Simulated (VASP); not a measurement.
Input of a VASP 6.6.1 run:

The input INCAR:

```
PREC     = Accurate       # precision mode
ENCUT    = 520            # plane-wave cutoff, eV
EDIFF    = 1E-6           # SCF threshold, eV
ISMEAR   = -1             # smearing method
SIGMA    = 0.1            # smearing width, eV
LREAL    = False          # projectors in reciprocal space
LASPH    = True           # aspherical terms in the spheres
NELM     = 100            # most SCF steps
ALGO     = Normal         # electronic algorithm
ISIF     = 2              # what is computed and relaxed
LWAVE    = False          # write WAVECAR
LCHARG   = True           # write CHGCAR
GGA      = PE             # functional
LELF     = True           # ELF
LVHAR    = True         
NBANDS   = 17             # bands
```

Contents of KPOINTS:

```
regular mesh
0
Gamma
  14 14 14
```

File POSCAR:

```
Hf
1.0
    0.0000000000      2.3428633651      2.3428633651
    2.3428633651      0.0000000000      2.3428633651
    2.3428633651      2.3428633651      0.0000000000
Hf
2
Direct
   -0.1250000000     -0.1250000000     -0.1250000000
    0.1250000000      0.1250000000      0.1250000000
```

Potentials or basis: VASP PAW PBE potentials, release 64 (Hf_pv).

Launch:

```console
$ cat potpaw_PBE.64/Hf_pv/POTCAR > POTCAR
$ mpirun -np 1 vasp_std > vasp.out
```

Question: Estimate the pressure.

Answer: 240.4 GPa.

Question: What does it give for the band gap on the k mesh?

Answer: Zero (band 10 reaches 10.81 eV, above the bottom of band 11 at 7.82 eV).

Caveat: spin-orbit coupling is left out, which moves the levels of the heavy elements.
